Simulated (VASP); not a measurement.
# Ga5N6 in VASP: further runs

Aim: see how the results for Ga5N6 move with the level of theory and the settings. Levels: PBEsol, r2SCAN. Tasks: single point.

Program: VASP 6.6.1. These are calculated values, not measurements. Logs are shortened: lines on timing, memory, paths and dates and some standing lists are left out, and cuts for length are marked.

### Step 1. The cell of the first run

The cell holds a slab with vacuum, 11 atoms: a = 3.181 Å, b = 3.181 Å, c = 26.246 Å, α = 90.00°, β = 90.00°, γ = 90.00°.

### Step 2. Single point, PBEsol

INCAR reads:

```
SYSTEM = Ga5N6
PREC = Accurate
ENCUT = 520
EDIFF = 1E-7
ISMEAR = 0
SIGMA = 0.05
LREAL = .FALSE.
LASPH = .TRUE.
NELM = 100
ALGO = Normal
ISIF = 2
LWAVE = .FALSE.
LCHARG = .FALSE.
LDIPOL = .TRUE.
IDIPOL = 3
DIPOL = 0.5 0.5 0.500
GGA = PS
NBANDS = 58
```

KPOINTS reads:

```
Automatic mesh
0
G
  8 8 1
  0 0 0
```

POSCAR reads:

```
Ga5N6
1.0
    3.1807290383      0.0000000000      0.0000000000
    0.0000000000      3.1807290383      0.0000000000
    0.0000000000      0.0000000000     26.2455753606
N Ga
6 5
Direct
    0.0000000000      0.5000000000      0.2857624532
    0.5000000000      0.0000000000      0.3714574719
    0.0000000000      0.5000000000      0.4571524906
    0.5000000000      0.0000000000      0.5428475094
    0.0000000000      0.5000000000      0.6285425281
    0.5000000000      0.0000000000      0.7142375468
    0.5000000000      0.5000000000      0.3286099625
    0.0000000000      0.0000000000      0.4143049813
    0.5000000000      0.5000000000      0.5000000000
    0.0000000000      0.0000000000      0.5856950187
    0.5000000000      0.5000000000      0.6713900375
```

Potentials or basis: VASP PAW PBE potentials, release 64 (N, Ga_d).

On the command line:

```sh
$ cat potpaw_PBE.64/N/POTCAR potpaw_PBE.64/Ga_d/POTCAR > POTCAR
$ mpirun -np 1 vasp_std > vasp.out
```

OUTCAR:

```text
SYSTEM = Ga5N6
   PREC = Accurate
   ENCUT = 520
   EDIFF = 1E-7
   ISMEAR = 0
   LREAL = .FALSE.
   LASPH = .TRUE.
   NELM = 100
   ISIF = 2
   GGA = PS

 ion  position               nearest neighbor table
   1  0.000  0.500  0.286-   7 1.95   7 1.95
   2  0.500  0.000  0.371-   7 1.95   8 1.95   7 1.95   8 1.95
   3  0.000  0.500  0.457-   8 1.95   8 1.95   9 1.95   9 1.95
   4  0.500  0.000  0.543-  10 1.95  10 1.95   9 1.95   9 1.95
   5  0.000  0.500  0.629-  10 1.95  11 1.95  10 1.95  11 1.95
   6  0.500  0.000  0.714-  11 1.95  11 1.95
   7  0.500  0.500  0.329-   1 1.95   1 1.95   2 1.95   2 1.95
   8  0.000  0.000  0.414-   3 1.95   3 1.95   2 1.95   2 1.95
   9  0.500  0.500  0.500-   3 1.95   4 1.95   4 1.95   3 1.95
  10  0.000  0.000  0.586-   4 1.95   4 1.95   5 1.95   5 1.95
  11  0.500  0.500  0.671-   6 1.95   6 1.95   5 1.95   5 1.95

  LATTYP: Found a simple tetragonal cell.
 ALAT       =     3.1807290383
 C/A-ratio  =     8.2514338834

  Lattice vectors:

 A1 = (   3.1807290383,   0.0000000000,   0.0000000000)
 A2 = (   0.0000000000,   3.1807290383,   0.0000000000)
 A3 = (   0.0000000000,   0.0000000000,  26.2455753606)

Analysis of symmetry for initial positions (statically):
=====================================================================
 Subroutine PRICEL returns:
 Original cell was already a primitive cell.

 Routine SETGRP: Setting up the symmetry group for a
 simple tetragonal supercell.

 Subroutine GETGRP returns: Found  8 space group operations
 (whereof  8 operations were pure point group operations)
 out of a pool of 16 trial point group operations.

The static configuration has the point symmetry D_2d.

Analysis of symmetry for dynamics (positions and initial velocities):
=====================================================================
 Subroutine PRICEL returns:
 Original cell was already a primitive cell.

 Routine SETGRP: Setting up the symmetry group for a
 simple tetragonal supercell.

 Subroutine GETGRP returns: Found  8 space group operations
 (whereof  8 operations were pure point group operations)
 out of a pool of 16 trial point group operations.

The dynamic configuration has the point symmetry D_2d.

 Subroutine INISYM returns: Found  8 space group operations
 (whereof  8 operations are pure point group operations),
 and found     1 'primitive' translations

----------------------------------------------------------------------------------------

                                     Primitive cell

  volume of cell :     265.5275

  direct lattice vectors                    reciprocal lattice vectors
     3.180729038  0.000000000  0.000000000     0.314393332  0.000000000  0.000000000
     0.000000000  3.180729038  0.000000000     0.000000000  0.314393332  0.000000000
     0.000000000  0.000000000 26.245575361     0.000000000  0.000000000  0.038101660

  length of vectors
     3.180729038  3.180729038 26.245575361     0.314393332  0.314393332  0.038101660

  position of ions in fractional coordinates (direct lattice)
     0.000000000  0.500000000  0.285762453
     0.500000000  0.000000000  0.371457472
     0.000000000  0.500000000  0.457152491
     0.500000000  0.000000000  0.542847509
     0.000000000  0.500000000  0.628542528
     0.500000000  0.000000000  0.714237547
     0.500000000  0.500000000  0.328609963
     0.000000000  0.000000000  0.414304981
     0.500000000  0.500000000  0.500000000
     0.000000000  0.000000000  0.585695019
     0.500000000  0.500000000  0.671390037

  ion indices of the primitive-cell ions
   primitive index   ion index
                 1           1
                 2           2
                 3           3
                 4           4
                 5           5
                 6           6
                 7           7
                 8           8
                 9           9
                10          10
                11          11

----------------------------------------------------------------------------------------

 KPOINTS: Automatic mesh

Automatic generation of k-mesh.
 Grid dimensions read from file:
 generate k-points for:    8    8    1

 Generating k-lattice:

  Cartesian coordinates                     Fractional coordinates (reciprocal lattice)
     0.039299166  0.000000000  0.000000000     0.125000000  0.000000000  0.000000000
     0.000000000  0.039299166  0.000000000     0.000000000  0.125000000  0.000000000
     0.000000000  0.000000000  0.038101660     0.000000000  0.000000000  1.000000000

  Length of vectors
     0.039299166  0.039299166  0.038101660

  Shift w.r.t. Gamma in fractional coordinates (k-lattice)
     0.000000000  0.000000000  0.000000000

 Subroutine IBZKPT returns following result:
 ===========================================

 Found     15 irreducible k-points:

 Following reciprocal coordinates:
            Coordinates               Weight
  0.000000  0.000000  0.000000      1.000000
  0.125000  0.000000  0.000000      4.000000
  0.250000  0.000000  0.000000      4.000000
  0.375000  0.000000  0.000000      4.000000
  0.500000  0.000000  0.000000      2.000000
  0.125000  0.125000  0.000000      4.000000
  0.250000  0.125000  0.000000      8.000000
  0.375000  0.125000  0.000000      8.000000
  0.500000  0.125000  0.000000      4.000000
  0.250000  0.250000  0.000000      4.000000
  0.375000  0.250000  0.000000      8.000000
  0.500000  0.250000  0.000000      4.000000
  0.375000  0.375000  0.000000      4.000000
  0.500000  0.375000  0.000000      4.000000
  0.500000  0.500000  0.000000      1.000000
   k-points           NKPTS =     15   k-points in BZ     NKDIM =     15   number of bands    NBANDS=     58
   number of dos      NEDOS =    301   number of ions     NIONS =     11
   total plane-waves  NPLWV = 112896
   dimension x,y,z NGX =    24 NGY =   24 NGZ =  196
   dimension x,y,z NGXF=    48 NGYF=   48 NGZF=  392
   ions per type =               6   5
   NGX,Y,Z   is equivalent  to a cutoff of  12.54, 12.54, 12.42 a.u.
   NGXF,Y,Z  is equivalent  to a cutoff of  25.09, 25.09, 24.83 a.u.
 SYSTEM =  Ga5N6
   PREC   = accura    normal or accurate (medium, high low for compatibility)
   ISTART =      0    job   : 0-new  1-cont  2-samecut
   ICHARG =      2    charge: 1-file 2-atom 10-const
   ISPIN  =      1    spin polarized calculation?
   LNONCOLLINEAR =      F non collinear calculations
   LSORBIT =      F    spin-orbit coupling
   LASPH  =      T    aspherical Exc in radial PAW
   ENCUT  =  520.0 eV  38.22 Ry    6.18 a.u.   5.91  5.91 48.80*2*pi/ulx,y,z
   NELM   =    100;   NELMIN=  2; NELMDL= -5     # of ELM steps
   EDIFF  = 0.1E-06   stopping-criterion for ELM
   LREAL  =      F    real-space projection
   EDIFFG = 0.1E-05   stopping-criterion for IOM
   NSW    =      0    number of steps for IOM
   IBRION =     -1    ionic relax: 0-MD 1-quasi-New 2-CG
   NFREE  =      0    steps in history (QN), initial steepest desc. (CG)
   ISIF   =      2    stress and relaxation
   ISYM   =      2    0-nonsym 1-usesym 2-fastsym
   POTIM  = 0.5000    time-step for ionic-motion
   TEBEG  =    0.0;   TEEND  =   0.0 temperature during run
   PSTRESS=    0.0 pullay stress
   NELECT =      95.0000    total number of electrons
   NUPDOWN=      -1.0000    fix difference up-down
   EMIN   =  10.00;   EMAX   =-10.00  energy-range for DOS
   EFERMI =   0.00;   METHOD = LEGACY
   ISMEAR =     0;   SIGMA  =   0.05  broadening in eV -4-tet -1-fermi 0-gaus
   EFERMI_NEDOS =   21; number of points for ismear=-14 and -15
   IALGO  =     38    algorithm
   IMIX   =      4    mixing-type and parameters
     AMIX     =   0.40;   BMIX     =  1.00
     AMIX_MAG =   1.60;   BMIX_MAG =  1.00
  volume/ion in A,a.u.               =      24.14       162.90
  Fermi-wavevector in a.u.,A,eV,Ry     =   1.162196  2.196233 18.377398  1.350701
  Thomas-Fermi vector in A             =   2.298760
   LORBIT       =      0    0 simple, 1 ext, 2 COOP (PROOUT), +10 PAW based schemes
   GGA     = PS    functional components
   LHFCALC =     F    Hartree Fock is set to
   AEXX    =    0.0000 exact exchange contribution
   IVDW    =     0    specifies the selected vdW correction
   LEPSILON=     F    determine dielectric tensor
   LRPA    =     F    only Hartree local field effects (RPA)
 non-spin polarized calculation
 Gauss-broadening in eV      SIGMA  =   0.05
  energy-cutoff  :      520.00
  volume of cell :      265.53
 maximum number of plane-waves:      7248
 NGX is ok and might be reduce to    24
   NGX = 11   NGY = 11   NGZ = 97

 dipolmoment           0.000000      0.000000      0.000000 electrons x Angstroem

 number of electron      94.9999963 magnetization

 dipolmoment           0.000000      0.000000     -0.000000 electrons x Angstroem

 Free energy of the ion-electron system (eV)
  ---------------------------------------------------
  ext. energy  EPLUGINS =         0.00000000
  ---------------------------------------------------
  free energy    TOTEN  =       -66.49824250 eV

  energy without entropy =      -66.48176049  energy(sigma->0) =      -66.49000150

 E-fermi :  -2.0638     XC(G=0):  -6.1102

 val. band max:       -2.0640009009   @ k =   0.5000   0.0000   0.0000
 cond. band min:      -2.0592360870   @ k =   0.1250   0.0000   0.0000
 fundamental gap:      0.0047648138
 Fermi energy:        -2.0637844577

 k-point     1 :       0.0000    0.0000    0.0000
  band No.  band energies     occupation
      1     -18.3379      2.00000
      2     -17.8899      2.00000
      3     -17.4931      2.00000
      4     -17.3702      2.00000
      5     -16.0378      2.00000
      6     -16.0351      2.00000
[... 50 lines left out ...]
     57       4.7897      0.00000
     58       5.8632      0.00000

 k-point     2 :       0.1250    0.0000    0.0000
  band No.  band energies     occupation
      1     -18.2305      2.00000
      2     -17.8178      2.00000
      3     -17.4609      2.00000
      4     -17.3613      2.00000
      5     -16.0177      2.00000
      6     -16.0022      2.00000
[... 50 lines left out ...]
     57       5.1573      0.00000
     58       6.0817      0.00000

 k-point     3 :       0.2500    0.0000    0.0000
  band No.  band energies     occupation
      1     -17.9657      2.00000
      2     -17.6591      2.00000
      3     -17.3927      2.00000
      4     -17.3424      2.00000
      5     -15.9688      2.00000
      6     -15.9481      2.00000
[... 667 lines left out ...]
      3     -17.1564      2.00000
      4     -17.1472      2.00000
      5     -15.8458      2.00000
      6     -15.8257      2.00000
[... 50 lines left out ...]
     57       5.4709      0.00000
     58       5.9379      0.00000

 k-point    15 :       0.5000    0.5000    0.0000
  band No.  band energies     occupation
      1     -17.3738      2.00000
      2     -17.3738      2.00000
      3     -17.1316      2.00000
      4     -17.1316      2.00000
      5     -15.8406      2.00000
      6     -15.8286      2.00000
[... 50 lines left out ...]
     57       5.3676      0.00000
     58       5.5648      0.00000

------------------------ aborting loop because EDIFF is reached ----------------------------------------

 vacuum level on the upper side and lower side of the slab       (xc-potential included)        -0.097        -0.097

  FORCE on cell =-STRESS in cart. coord.  units (eV):
  Direction    XX          YY          ZZ          XY          YZ          ZX
  --------------------------------------------------------------------------------------
  -------------------------------------------------------------------------------------
  Total       -1.7480625     -1.7480625     -2.7054961      0.0000000      0.0000000      0.0000000
  in kB      -10.5477076    -10.5477076    -16.3248068      0.0000000      0.0000000      0.0000000
  external PRESSURE =     -12.4734074 kB  Pullay stress =       0.0000000 kB

 VOLUME and BASIS-vectors are now :
 -----------------------------------------------------------------------------
  energy-cutoff  :      520.00
  volume of cell :      265.53
      direct lattice vectors                 reciprocal lattice vectors
     3.180729038  0.000000000  0.000000000     0.314393332  0.000000000  0.000000000
     0.000000000  3.180729038  0.000000000     0.000000000  0.314393332  0.000000000
     0.000000000  0.000000000 26.245575361     0.000000000  0.000000000  0.038101660

 POSITION                                       TOTAL-FORCE (eV/Angst)
 -----------------------------------------------------------------------------------
      0.00000      1.59036      7.50000        -0.000000      0.000000      1.378516
      1.59036      0.00000      9.74912        -0.000000      0.000000      0.570338
      0.00000      1.59036     11.99823        -0.000000      0.000000      0.083693
      1.59036      0.00000     14.24735        -0.000000      0.000000     -0.083693
      0.00000      1.59036     16.49646        -0.000000     -0.000000     -0.570338
      1.59036      0.00000     18.74558         0.000000      0.000000     -1.378516
      1.59036      1.59036      8.62456        -0.000000      0.000000     -1.740343
      0.00000      0.00000     10.87367         0.000000      0.000000     -0.281752
      1.59036      1.59036     13.12279         0.000000      0.000000      0.000000
      0.00000      0.00000     15.37190        -0.000000      0.000000      0.281752
      1.59036      1.59036     17.62102        -0.000000      0.000000      1.740343
 -----------------------------------------------------------------------------------
    total drift:                                0.000000      0.000000     -0.000000

  FREE ENERGIE OF THE ION-ELECTRON SYSTEM (eV)
  ---------------------------------------------------
  free  energy   TOTEN  =       -66.4982425040 eV

  energy  without entropy=      -66.4817604946  energy(sigma->0) =      -66.49000150

 vacuum level on the upper side and lower side of the slab         6.128         6.128
```

Wall time 3.5 min (1 thread of Intel Xeon 6975P-C (Granite Rapids), shared host); peak memory 0.41 GiB.

Results:

```yaml
Free_energy: -66.4982 eV
Largest_force: 1.740 eV/Å
Band_gap_on_the_k_mesh: zero (an odd number of electrons rules out a gap without spin polarisation)
```

Forces on the atoms (eV/Å):
```
N    0.000  0.000  1.379
N    0.000  0.000  0.570
N    0.000  0.000  0.084
N    0.000  0.000 -0.084
N    0.000  0.000 -0.570
N    0.000  0.000 -1.379
Ga   0.000  0.000 -1.740
Ga   0.000  0.000 -0.282
Ga   0.000  0.000  0.000
Ga   0.000  0.000  0.282
Ga   0.000  0.000  1.740
```

Caveat: the PAW data sets were made with another functional, which shifts forces and pressure a little; an odd number of electrons without spin polarisation forces a metal; a magnetic or distorted state may lie lower.

(Continued in part 2 of 2.)

The gap in the log of VASP goes by the Fermi energy; the results here count the filled bands.